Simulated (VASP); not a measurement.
A run of VASP 6.6.1 is set up as follows.

POSCAR

```
PbS
1.0
    0.0000000000      2.9650000000      2.9650000000
    2.9650000000      0.0000000000      2.9650000000
    2.9650000000      2.9650000000      0.0000000000
Pb S
1 1
Direct
    0.0000000000      0.0000000000      0.0000000000
    0.5632377740      0.5632377740      0.4367622260
```

Contents of INCAR.step1:

```
SYSTEM = PbS
PREC = Accurate
ENCUT = 520
ISMEAR = 0
SIGMA = 0.05
LREAL = .False.
LASPH = .True.
NELM = 80
NBANDS = 17
GGA = PE
ALGO = Normal
EDIFF = 1E-4
LWAVE = .True.
LCHARG = .False.
```

INCAR.step2

```
SYSTEM = PbS
PREC = Accurate
ENCUT = 520
EDIFF = 1E-7
ISMEAR = 0
SIGMA = 0.05
LREAL = .False.
LASPH = .True.
NELM = 80
ALGO = Normal
ISIF = 2
LWAVE = .False.
LCHARG = .False.
METAGGA = R2SCAN
LMIXTAU = .True.
NBANDS = 17
ISTART = 1
```

Contents of KPOINTS:

```
Automatic mesh
0
Gamma
  8 8 8
  0 0 0
```

Potentials or basis: VASP PAW PBE potentials, release 64 (Pb_d, S).

Run with:

```console
$ cat potpaw_PBE.64/Pb_d/POTCAR potpaw_PBE.64/S/POTCAR > POTCAR
$ cp INCAR.step1 INCAR
$ mpirun -np 1 vasp_std > vasp.out
$ cp INCAR.step2 INCAR
$ mpirun -np 1 vasp_std > vasp.out
```

Question: What does it give for the largest force?

Answer: 0.832 eV/Å.

Question: What does it give for the pressure?

Answer: 3.8 GPa.

Question: Predict the band gap on the k mesh.

Answer: 1.34 eV, direct.

Stress tensor (GPa, compression positive):
```
1.72 0.00 0.00
0.00 1.72 0.00
0.00 0.00 7.99
```

Caveat: the cell differs from its parent crystal (all S atoms moved +0.375 Å, as atom 2 along Cartesian [0 0 1]); the PAW data sets were made with another functional, which shifts forces and pressure a little; spin-orbit coupling is left out, which moves the levels of the heavy elements. A k mesh can miss the band edges.
